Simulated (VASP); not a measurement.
A run of VASP 6.6.1:

The input INCAR:

```
SYSTEM = InGa3As4
PREC = Accurate ; ENCUT = 520
EDIFF = 1E-7 ; ISMEAR = -1
SIGMA = 0.05 ; LREAL = .FALSE.
LASPH = .TRUE. ; NELM = 80
ALGO = Normal ; ISIF = 2
LWAVE = .FALSE. ; LCHARG = .FALSE.
GGA = PS ; NBANDS = 46
NELECT = 66.0
```

Contents of KPOINTS:

```
Automatic mesh
0
G
  4 4 1
  0 0 0
```

File POSCAR:

```
InGa3As4
1.0
    4.2959930000      0.0000000000      0.0000000000
   -2.1479970000      3.7204400000      0.0000000000
    0.0000000000      0.0000000000     12.8248310000
Ga In As
3 1 4
Direct
    0.3318860000      0.6708190000      0.0034980000
    0.3279170000      0.6556950000      0.4824000000
    0.6635830000      0.3298070000      0.2405310000
    0.6684110000      0.3349600000      0.7287010000
    0.3386290000      0.6711160000      0.1813970000
    0.3300940000      0.6532200000      0.6651260000
    0.6656980000      0.3320330000      0.4231580000
    0.6621230000      0.3338610000      0.9320070000
```

Potentials or basis: VASP PAW PBE potentials, release 64 (Ga_d, In_d, As).

Command:

```bash
$ cat potpaw_PBE.64/Ga_d/POTCAR potpaw_PBE.64/In_d/POTCAR potpaw_PBE.64/As/POTCAR > POTCAR
$ mpirun -np 1 vasp_std > vasp.out
```

Hardware: 1 thread of Intel(R) Xeon(R) Platinum 8375C CPU @ 2.90GHz (Ice Lake), on a shared host.

Problem. How long does it take, and how much memory?

Solution. Wall time 80 s on 1 thread of Intel(R) Xeon(R) Platinum 8375C CPU @ 2.90GHz (Ice Lake) (shared host), peak memory 0.35 GiB. Counts: scf iterations 18, k points 10.
